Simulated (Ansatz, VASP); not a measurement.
# WS2: VASP beside Ansatz

The input INCAR:

```
ALGO = Normal
EDIFF = 1E-7
ENCUT = 520
GGA = PE
ISIF = 2
ISMEAR = 0
IVDW = 12
LASPH = T
LCHARG = T
LELF = T
LREAL = F
LVHAR = T
LWAVE = F
NBANDS = 35
NELM = 80
PREC = Accurate
SIGMA = 0.02
```

File KPOINTS:

```
k-points
0
Gamma
  12 12 4
```

The input POSCAR:

```
WS2
1.0
    3.0910675522      0.0000000000      0.0000000000
   -1.5455337761      2.6769430250      0.0000000000
    0.0000000000      0.0000000000     12.2189061150
W S
2 4
Direct
    0.3333333333      0.6666666667      0.7499877950
    0.6666666667      0.3333333333      0.2500122050
    0.3333333333      0.6666666667      0.1192385043
    0.6666666667      0.3333333333      0.6192142866
    0.3333333333      0.6666666667      0.3807857134
    0.6666666667      0.3333333333      0.8807614957
```

Input for Ansatz:

```yaml
crystal:
  lattice:
    - [3.0910675522, 0.0, 0.0]
    - [-1.5455337761, 2.676943025, 0.0]
    - [0.0, 0.0, 12.218906115]
  atoms:
    - { symbol: W, position: [0.3333333333, 0.6666666667, 0.749987795] }
    - { symbol: W, position: [0.6666666667, 0.3333333333, 0.250012205] }
    - { symbol: S, position: [0.3333333333, 0.6666666667, 0.1192385043] }
    - { symbol: S, position: [0.6666666667, 0.3333333333, 0.6192142866] }
    - { symbol: S, position: [0.3333333333, 0.6666666667, 0.3807857134] }
    - { symbol: S, position: [0.6666666667, 0.3333333333, 0.8807614957] }
basis:
  ecutwfc: 420
kpoints:
  mp_grid: { grid: [12, 12, 4] }
  band_path: { path: [VBM, CBM], npoints: 2 }
hamiltonian:
  xc: pbe
  dispersion: d3bj
scf:
  occupations: { method: gaussian, width: 0.02 }
output:
  forces: true
  stress: true
  eigenvalues: true
checkpoint:
  read: start.run
  write: ck
  compress: false
  write_wavefunctions: false
  write_every: 100000
```

Alike in both runs: task single point; functional PBE; dispersion D3(BJ); k mesh 12 × 12 × 4; occupations gaussian, width 0.02 eV; no spin polarisation.

```csv
,VASP,Ansatz
version,VASP 6.6.1,Ansatz 0.2.0
potentials or method,"VASP PAW PBE potentials, release 64 (W_sv, S), cutoff 520 eV","scalar-relativistic, plane waves, PAW"
valence electrons in the cell,52,52
```

VASP gave:

- gap on the k mesh at the Fermi level (eV): 0.94
- least direct gap on the mesh (eV): 2.13
- pressure (GPa): 4.3
- traceless stress, the component that is largest in VASP (GPa): -4.35

**Question.** Estimate Ansatz's values.

**Answer.** gap on the k mesh at the Fermi level (eV): 0.93; least direct gap on the mesh (eV): 2.13; pressure (GPa): 4.3; traceless stress, the component that is largest in VASP (GPa): -4.35.

Spin-orbit coupling is off throughout.
